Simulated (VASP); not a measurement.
# TiN (Fm-3m) in VASP: notebook, part 2 of 2

VASP 6.6.1. The steps go on from the part before.

**4. Single point, r2SCAN**

Contents of POSCAR:

```
TiN
1.0
    0.0000000000      2.1162479307      2.1162479307
    2.1162479307      0.0000000000      2.1162479307
    2.1162479307      2.1162479307      0.0000000000
Ti N
1 1
Direct
    0.0000000000      0.0000000000      0.0000000000
    0.5000000000      0.5000000000      0.5000000000
```

Contents of INCAR.step1:

```
SYSTEM = TiN
PREC = Accurate ; ENCUT = 520
ISMEAR = 0 ; SIGMA = 0.1
LREAL = .FALSE. ; LASPH = .TRUE.
NELM = 60 ; NBANDS = 16
GGA = PE ; ALGO = Normal
EDIFF = 1E-4 ; LWAVE = .TRUE.
LCHARG = .FALSE.
```

Contents of INCAR.step2:

```
SYSTEM = TiN
PREC = Accurate ; ENCUT = 520
EDIFF = 1E-6 ; ISMEAR = 0
SIGMA = 0.1 ; LREAL = .FALSE.
LASPH = .TRUE. ; NELM = 60
ALGO = Normal ; ISIF = 2
LWAVE = .FALSE. ; LCHARG = .FALSE.
METAGGA = R2SCAN ; LMIXTAU = .TRUE.
NBANDS = 16 ; ISTART = 1
```

Contents of KPOINTS:

```
regular mesh
0
G
  18 18 18
  0 0 0
```

Potentials or basis: VASP PAW PBE potentials, release 64 (Ti_sv, N).

Started as:

```console
$ cat potpaw_PBE.64/Ti_sv/POTCAR potpaw_PBE.64/N/POTCAR > POTCAR
$ cp INCAR.step1 INCAR
$ mpirun -np 1 vasp_std > vasp.out
$ cp INCAR.step2 INCAR
$ mpirun -np 1 vasp_std > vasp.out
```

OUTCAR:

```text
SYSTEM = TiN
   PREC = Accurate
   ENCUT = 520
   EDIFF = 1E-6
   ISMEAR = 0
   LREAL = .FALSE.
   LASPH = .TRUE.
   NELM = 60
   ISIF = 2
   METAGGA = R2SCAN
   ISTART = 1

 ion  position               nearest neighbor table
   1  0.000  0.000  0.000-   2 2.12   2 2.12   2 2.12   2 2.12   2 2.12   2 2.12
   2  0.500  0.500  0.500-   1 2.12   1 2.12   1 2.12   1 2.12   1 2.12   1 2.12

  LATTYP: Found a face centered cubic cell.
 ALAT       =     4.2324958614

  Lattice vectors:

 A1 = (   0.0000000000,   2.1162479307,   2.1162479307)
 A2 = (   2.1162479307,   0.0000000000,   2.1162479307)
 A3 = (   2.1162479307,   2.1162479307,   0.0000000000)
[... 627 lines left out ...]
      6       5.8550      2.00000
[... 8 lines left out ...]
     15      25.2902      0.00000
     16      29.4812      0.00000

 [... further k-points ...]
[... 5 lines left out ...]
  --------------------------------------------------------------------------------------
  -------------------------------------------------------------------------------------
  Total        0.1788930      0.1788930      0.1788930     -0.0000000     -0.0000000      0.0000000
  in kB       15.1207850     15.1207850     15.1207850     -0.0000000     -0.0000000      0.0000000
  external PRESSURE =      15.1207850 kB  Pullay stress =       0.0000000 kB

 VOLUME and BASIS-vectors are now :
 -----------------------------------------------------------------------------
  energy-cutoff  :      520.00
  volume of cell :       18.96
      direct lattice vectors                 reciprocal lattice vectors
     0.000000000  2.116247931  2.116247931    -0.236267213  0.236267213  0.236267213
     2.116247931  0.000000000  2.116247931     0.236267213 -0.236267213  0.236267213
     2.116247931  2.116247931  0.000000000     0.236267213  0.236267213 -0.236267213

 POSITION                                       TOTAL-FORCE (eV/Angst)
 -----------------------------------------------------------------------------------
      0.00000      0.00000      0.00000        -0.000000      0.000000      0.000000
      2.11625      2.11625      2.11625         0.000000     -0.000000      0.000000
 -----------------------------------------------------------------------------------
    total drift:                                0.000000     -0.000000     -0.000000

  FREE ENERGIE OF THE ION-ELECTRON SYSTEM (eV)
  ---------------------------------------------------
  free  energy   TOTEN  =       -26.0157815848 eV

  energy  without entropy=      -26.0116528192  energy(sigma->0) =      -26.01371720
```

OUTCAR.step1:

```text
SYSTEM = TiN
   PREC = Accurate
   ENCUT = 520
   ISMEAR = 0
   LREAL = .FALSE.
   LASPH = .TRUE.
[... 678 lines left out ...]
      0.00000      0.00000      0.00000         0.000000     -0.000000      0.000000
      2.11625      2.11625      2.11625         0.000000      0.000000     -0.000000
 -----------------------------------------------------------------------------------
    total drift:                                0.000000     -0.000000     -0.000000

  FREE ENERGIE OF THE ION-ELECTRON SYSTEM (eV)
  ---------------------------------------------------
  free  energy   TOTEN  =       -19.6360310320 eV

  energy  without entropy=      -19.6318255435  energy(sigma->0) =      -19.63392829
```

OSZICAR.step1:

```text
N       E                     dE             d eps       ncg     rms          rms(c)
DAV:   1     0.133829631454E+03    0.13383E+03   -0.82398E+03  6280   0.127E+03
DAV:   2    -0.167468926031E+02   -0.15058E+03   -0.14107E+03  6952   0.346E+02
DAV:   3    -0.246268916685E+02   -0.78800E+01   -0.77955E+01  7960   0.820E+01
DAV:   4    -0.247958145574E+02   -0.16892E+00   -0.16880E+00  7480   0.115E+01
DAV:   5    -0.247995102989E+02   -0.36957E-02   -0.36957E-02  7456   0.152E+00    0.183E+01
DAV:   6    -0.200125783433E+02    0.47869E+01   -0.12925E+01  8192   0.536E+01    0.686E+00
DAV:   7    -0.196745309989E+02    0.33805E+00   -0.16474E+00  7344   0.160E+01    0.497E+00
DAV:   8    -0.198935046202E+02   -0.21897E+00   -0.10500E+00  8504   0.152E+01    0.605E+00
DAV:   9    -0.196465915798E+02    0.24691E+00   -0.33699E-01  7104   0.898E+00    0.160E+00
DAV:  10    -0.196390551447E+02    0.75364E-02   -0.32860E-02  7768   0.205E+00    0.419E-01
DAV:  11    -0.196360681097E+02    0.29870E-02   -0.46775E-03  9072   0.825E-01    0.166E-01
DAV:  12    -0.196360310320E+02    0.37078E-04   -0.38579E-04  7000   0.184E-01
   1 F= -.19636031E+02 E0= -.19633928E+02  d E =-.420549E-02
```

Wall time 4.8 min (1 thread of AMD EPYC 7R43 (Zen 3), shared host); peak memory 0.15 GiB.

Results:

```yaml
Free_energy: -26.0158 eV
Pressure: 1.5 GPa
Band_gap_on_the_k_mesh: zero (an odd number of electrons rules out a gap without spin polarisation)
```

Levels at points of the mesh, in eV from the Fermi level:
```
           k point  band 5  band 6  band 7  band 8  band 9  band 10  band 11  band 12  band 13  band 14
(0.00, 0.00, 0.00)  -18.30   -2.40   -2.40   -2.40   -0.63    -0.63    -0.63     0.59     0.59     5.93
(0.50, 0.00, 0.00)  -15.84   -8.55   -5.95   -5.95    1.75     1.75     2.45     5.98     5.98     6.48
(0.50, 0.50, 0.00)  -16.94   -6.29   -3.63   -3.63   -3.13     1.68     2.46     2.46     3.74    11.24
```

Caveat: the PAW data sets were made with another functional, which shifts forces and pressure a little.

**5. Single point, r2SCAN**

Contents of POSCAR:

```
TiN
1.0
    0.0000000000      2.1170859222      2.1170859222
    2.1170859222      0.0000000000      2.1170859222
    2.1170859222      2.1170859222      0.0000000000
Ti N
1 1
Direct
    0.0000000000      0.0000000000      0.0000000000
    0.5000000000      0.5000000000      0.5000000000
```

Contents of INCAR.step1:

```
SYSTEM = TiN
PREC = Accurate
ENCUT = 520
ISMEAR = -1
SIGMA = 0.15
LREAL = .FALSE.
LASPH = .TRUE.
NELM = 60
NBANDS = 16
GGA = PE
ALGO = Normal
EDIFF = 1E-4
LWAVE = .TRUE.
LCHARG = .FALSE.
```

Contents of INCAR.step2:

```
SYSTEM = TiN
PREC = Accurate
ENCUT = 520
EDIFF = 1E-7
ISMEAR = -1
SIGMA = 0.15
LREAL = .FALSE.
LASPH = .TRUE.
NELM = 60
ALGO = Normal
ISIF = 2
LWAVE = .FALSE.
LCHARG = .FALSE.
METAGGA = R2SCAN
LMIXTAU = .TRUE.
NBANDS = 16
ISTART = 1
```

Contents of KPOINTS:

```
Automatic mesh
0
G
  18 18 18
  0 0 0
```

Started as:

```console
$ cat potpaw_PBE.64/Ti_sv/POTCAR potpaw_PBE.64/N/POTCAR > POTCAR
$ cp INCAR.step1 INCAR
$ mpirun -np 1 vasp_std > vasp.out
$ cp INCAR.step2 INCAR
$ mpirun -np 1 vasp_std > vasp.out
```

It took 5.9 min on 1 thread of AMD EPYC 7R43 (Zen 3), shared host; peak memory 0.16 GiB.

The run converged. Its results:

```
Free energy            : -26.0447 eV
Pressure               : 1.5 GPa
Band gap on the k mesh : zero (an odd number of electrons rules out a gap without spin polarisation)
```

Levels at points of the mesh, in eV from the Fermi level:
| k point | band 5 | band 6 | band 7 | band 8 | band 9 | band 10 | band 11 | band 12 | band 13 | band 14 |
| --- | --- | --- | --- | --- | --- | --- | --- | --- | --- | --- |
| (0.00, 0.00, 0.00) | -18.28 | -2.38 | -2.38 | -2.38 | -0.61 | -0.61 | -0.61 | 0.60 | 0.60 | 5.93 |
| (0.50, 0.00, 0.00) | -15.82 | -8.53 | -5.93 | -5.93 | 1.76 | 1.76 | 2.47 | 5.98 | 5.98 | 6.49 |
| (0.50, 0.50, 0.00) | -16.92 | -6.27 | -3.62 | -3.62 | -3.11 | 1.69 | 2.47 | 2.47 | 3.75 | 11.24 |

Caveat: the PAW data sets were made with another functional, which shifts forces and pressure a little.

**6. Relaxation of cell and atoms, r2SCAN**

Contents of POSCAR:

```
TiN
1.0
    0.0000000000      2.1162479307      2.1162479307
    2.1162479307      0.0000000000      2.1162479307
    2.1162479307      2.1162479307      0.0000000000
Ti N
1 1
Direct
    0.0000000000      0.0000000000      0.0000000000
    0.5000000000      0.5000000000      0.5000000000
```

Contents of INCAR.step1:

```
SYSTEM = TiN
  PREC = Accurate
  ENCUT = 600
  ISMEAR = -1
  SIGMA = 0.15
  LREAL = .False.
  LASPH = .True.
  NELM = 80
  GGA = PE
  ALGO = Normal
  EDIFF = 1E-4
  LWAVE = .True.
  LCHARG = .False.
```

Contents of INCAR.step2:

```
SYSTEM = TiN
  PREC = Accurate
  ENCUT = 600
  EDIFF = 1E-6
  ISMEAR = -1
  SIGMA = 0.15
  LREAL = .False.
  LASPH = .True.
  NELM = 80
  ALGO = Normal
  ISIF = 3
  LWAVE = .False.
  LCHARG = .False.
  METAGGA = R2SCAN
  LMIXTAU = .True.
  IBRION = 2
  NSW = 80
  EDIFFG = -0.001
  ISTART = 1
```

Contents of KPOINTS:

```
Automatic mesh
0
Gamma
  18 18 18
  0 0 0
```

Potentials or basis: VASP PAW PBE potentials, release 64 (Ti_sv, N).

Started as:

```console
$ cat potpaw_PBE.64/Ti_sv/POTCAR potpaw_PBE.64/N/POTCAR > POTCAR
$ cp INCAR.step1 INCAR
$ mpirun -np 1 vasp_std > vasp.out
$ cp INCAR.step2 INCAR
$ mpirun -np 1 vasp_std > vasp.out
```

Wall time 11 min (1 thread of AMD EPYC 7R43 (Zen 3), shared host); peak memory 0.17 GiB.

Results (log left out):

```
Free energy                           : -26.0455 eV
Relaxed volume                        : 9.54 Å³/atom
Relaxed cell                          : a = 3.000 Å, b = 3.000 Å, c = 3.000 Å, α = 60.00°, β = 60.00°, γ = 60.00°
Space group after relaxing (to 0.1 Å) : Fm-3m (No. 225)
Energy gained by relaxing             : 0.4 meV/atom
Ionic steps                           : 3
Pressure after relaxing               : 0.0 GPa
Band gap on the k mesh                : zero (an odd number of electrons rules out a gap without spin polarisation)
```

The path:
```
step  energy change (eV)  largest force (eV/Å)  pressure (GPa)  volume (Å³)
   1              0.0000                0.0000            1.98        18.96
   2              0.0010                0.0000           -2.87        19.28
   3             -0.0008                0.0000           -0.01        19.08
```

Final structure:
```
Ti N
1.0
     0.00000    2.12098    2.12098
     2.12098    0.00000    2.12098
     2.12098    2.12098    0.00000
Ti N
1 1
Direct
  0.00000 0.00000 0.00000
  0.50000 0.50000 0.50000
```

Levels at points of the mesh, in eV from the Fermi level:
| k point | band 5 | band 6 | band 7 | band 8 | band 9 | band 10 | band 11 | band 12 |
| --- | --- | --- | --- | --- | --- | --- | --- | --- |
| (0.00, 0.00, 0.00) | -18.25 | -2.37 | -2.37 | -2.37 | -0.60 | -0.60 | -0.60 | 0.60 |
| (0.50, 0.00, 0.00) | -15.81 | -8.49 | -5.90 | -5.90 | 1.75 | 1.75 | 2.45 | 5.94 |
| (0.50, 0.50, 0.00) | -16.89 | -6.26 | -3.61 | -3.61 | -3.08 | 1.68 | 2.45 | 2.45 |

Caveat: the PAW data sets were made with another functional, which shifts forces and pressure a little.

**7. Relaxation of cell and atoms, r2SCAN**

This run uses another cell than the first one, of 9.51 Å³/atom.

Contents of POSCAR:

```
TiN
1.0
    0.0000000000      2.1190000000      2.1190000000
    2.1190000000      0.0000000000      2.1190000000
    2.1190000000      2.1190000000      0.0000000000
Ti N
1 1
Direct
    0.0000000000      0.0000000000      0.0000000000
    0.5000000000      0.5000000000      0.5000000000
```

Contents of INCAR.step1:

```
PREC = Accurate
ENCUT = 600
ISMEAR = 0
SIGMA = 0.1
LREAL = F
LASPH = T
NELM = 60
GGA = PE
ALGO = Normal
EDIFF = 1E-4
LWAVE = T
LCHARG = F
```

Contents of INCAR.step2:

```
PREC = Accurate
ENCUT = 600
EDIFF = 1E-6
ISMEAR = 0
SIGMA = 0.1
LREAL = F
LASPH = T
NELM = 60
ALGO = Normal
ISIF = 3
LWAVE = F
LCHARG = F
METAGGA = R2SCAN
LMIXTAU = T
IBRION = 2
NSW = 100
EDIFFG = -0.005
ISTART = 1
```

Contents of KPOINTS:

```
Automatic mesh
0
Gamma
  18 18 18
```

Started as:

```console
$ cat potpaw_PBE.64/Ti_sv/POTCAR potpaw_PBE.64/N/POTCAR > POTCAR
$ cp INCAR.step1 INCAR
$ mpirun -np 1 vasp_std > vasp.out
$ cp INCAR.step2 INCAR
$ mpirun -np 1 vasp_std > vasp.out
```

Run time: 9.3 min. Hardware: 1 thread of AMD EPYC 7R43 (Zen 3), shared host; peak memory 0.16 GiB.

Results (log left out):

```
Free energy                           : -26.0167 eV
Relaxed volume                        : 9.53 Å³/atom
Relaxed cell                          : a = 2.998 Å, b = 2.998 Å, c = 2.998 Å, α = 60.00°, β = 60.00°, γ = 60.00°
Space group after relaxing (to 0.1 Å) : Fm-3m (No. 225)
Energy gained by relaxing             : 0.0 meV/atom
Ionic steps                           : 3
Pressure after relaxing               : 0.0 GPa
Band gap on the k mesh                : zero (an odd number of electrons rules out a gap without spin polarisation)
```

Final structure:
```yaml
crystal:
  lattice:
    - [0.00000, 2.12009, 2.12009]
    - [2.12009, 0.00000, 2.12009]
    - [2.12009, 2.12009, 0.00000]
  atoms:
    - { symbol: Ti, position: [0.00000, 0.00000, 0.00000] }
    - { symbol: N, position: [0.50000, 0.50000, 0.50000] }
```

Levels at points of the mesh, in eV from the Fermi level:
| k point | band 5 | band 6 | band 7 | band 8 | band 9 | band 10 | band 11 | band 12 |
| --- | --- | --- | --- | --- | --- | --- | --- | --- |
| (0.00, 0.00, 0.00) | -18.27 | -2.39 | -2.39 | -2.39 | -0.62 | -0.62 | -0.62 | 0.58 |
| (0.50, 0.00, 0.00) | -15.83 | -8.52 | -5.92 | -5.92 | 1.73 | 1.73 | 2.43 | 5.93 |
| (0.50, 0.50, 0.00) | -16.91 | -6.28 | -3.62 | -3.62 | -3.10 | 1.66 | 2.44 | 2.44 |

Caveat: the PAW data sets were made with another functional, which shifts forces and pressure a little.

**8. Overview**

| task | cell | k mesh | cutoff (eV) | smearing | gap on the mesh (eV) | pressure (GPa) | relaxed volume (Å³/atom) |
| --- | --- | --- | --- | --- | --- | --- | --- |
| single point | a = 2.993 Å, angles 60.0°, 2 atoms | 18 × 18 × 18 | 520 | gaussian 0.1 eV | none | 1.5 | - |
| single point | a = 2.997 Å, angles 60.0°, 2 atoms | 8 × 8 × 8 | 520 | gaussian 0.1 eV | none | 0.6 | - |
| single point | a = 2.994 Å, angles 60.0°, 2 atoms | 18 × 18 × 18 | 520 | fermi-dirac 0.15 eV | none | 1.5 | - |
| relaxation of cell and atoms | relaxed from a = 2.993 Å, angles 60.0°, 2 atoms | 18 × 18 × 18 | 600 | fermi-dirac 0.15 eV | none | 0.0 | 9.54 |
| relaxation of cell and atoms | relaxed from a = 2.997 Å, angles 60.0°, 2 atoms | 18 × 18 × 18 | 600 | gaussian 0.1 eV | none | 0.0 | 9.53 |

Alike in all rows: level r2SCAN; potentials or basis VASP PAW PBE potentials, release 64 (Ti_sv, N); no spin polarisation.

Caveats: the PAW data sets were made with another functional, which shifts forces and pressure a little.

Total energies depend on the potentials used, so only differences within one code and one set of settings carry meaning.
